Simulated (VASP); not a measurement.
A run of VASP 6.6.1 is set up as follows.

Contents of INCAR:

```
PREC = Accurate ; ENCUT = 600
EDIFF = 1E-7 ; ISMEAR = 0
SIGMA = 0.01 ; LREAL = False
LASPH = True ; NELM = 120
ALGO = Normal ; ISIF = 3
LWAVE = False ; LCHARG = False
IBRION = 2 ; NSW = 80
EDIFFG = -0.01 ; PSTRESS = 80.0
GGA_COMPAT = False ; NELMIN = 4
```

File KPOINTS:

```
regular mesh
0
Gamma
  8 8 8
```

File POSCAR:

```
SnO2
1.0
   -2.0000685000      2.0000685000      5.1236790000
    2.0000685000     -2.0000685000      5.1236790000
    2.0000685000      2.0000685000     -5.1236790000
Sn O
2 4
Direct
    0.7500000000      0.2500000000      0.5000000000
    0.0000000000      1.0000000000      0.0000000000
    0.7965230000      0.7965230000      0.0000000000
    0.2034770000      0.2034770000      0.0000000000
   -0.0465230000      0.4534770000      0.5000000000
    0.5465230000      1.0465230000      0.5000000000
```

Potentials or basis: VASP PAW LDA potentials, release 64 (Sn_d, O).

Launch:

```sh
$ cat potpaw_LDA.64/Sn_d/POTCAR potpaw_LDA.64/O/POTCAR > POTCAR
$ mpirun -np 1 vasp_std > vasp.out
```

Q: Estimate the band gap on the k mesh.

A: 2.12 eV (least direct gap 2.63 eV).

Q: Estimate the relaxed volume.

A: 12.84 Å³/atom.

The path:
```
step  energy change (eV)  largest force (eV/Å)  pressure (GPa)  volume (Å³)
   1              0.0000                0.1594           -3.23        81.98
   2              0.8310                1.1508           31.80        71.14
   3              0.0510                0.2588            7.54        77.67
   4              0.0555                0.2690            7.79        77.58
   5              0.0662                0.0134            8.03        77.23
   6              0.0632                0.0522            7.98        77.28
   7              0.0644                0.0436            8.01        77.23
   8              0.0699                0.0222            8.13        77.06
   9              0.0731                0.0140            8.17        76.99
  10              0.0621                0.0386            7.41        77.22
  11              0.0704                0.0019            7.98        77.05
```

Caveat: the cell is relaxed towards a set pressure, so the run minimises the enthalpy, not the energy; spin-orbit coupling is left out, which moves the levels of the heavy elements. A k mesh can miss the band edges.
